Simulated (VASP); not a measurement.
Pd: single point with r2SCAN

The system is Pd.

```
Pd
1.0
     2.58862    0.00000    0.00000
     0.00000    2.58862    0.00000
     0.00000    0.00000    2.58862
Pd
1
Direct
  0.00000 0.00000 0.00000
```

* Program: VASP 6.6.1
* Task: single point
* Functional: r2SCAN
* Potentials or basis: VASP PAW PBE potentials, release 64 (Pd)
* Cutoff: 520 eV
* k mesh: 14 × 14 × 14
* Occupations: fermi-dirac, width 0.1 eV
* Spin: no spin polarisation
* Dipole correction: no
* Further INCAR settings: ALGO = Normal; EDIFF = 1e-06; NBANDS = 11

| Item | Value |
| --- | --- |
| Pressure | 0.5 GPa |
| Band gap on the k mesh | zero (band 5 reaches 8.79 eV, above the bottom of band 6 at 6.74 eV) |

Levels at points of the mesh, in eV from the Fermi level:
```
           k point  band 2  band 3  band 4  band 5  band 6  band 7  band 8  band 9
(0.00, 0.00, 0.00)   -4.80   -4.80   -0.07   -0.07   -0.07   17.34   17.34   17.34
(0.50, 0.00, 0.00)   -4.06   -1.72   -1.72    0.08    0.61    5.23   19.23   22.31
(0.50, 0.50, 0.00)   -3.59   -1.41   -1.41    1.24    5.95    5.95   12.29   13.05
(0.50, 0.50, 0.50)   -4.16   -4.16    1.34    1.34   11.68   11.88   11.88   11.88
```

Wall time 35 s on 1 thread of Intel(R) Xeon(R) Platinum 8488C (Sapphire Rapids) (shared host), peak memory 0.14 GiB.

Caveat: the PAW data sets were made with another functional, which shifts forces and pressure a little.
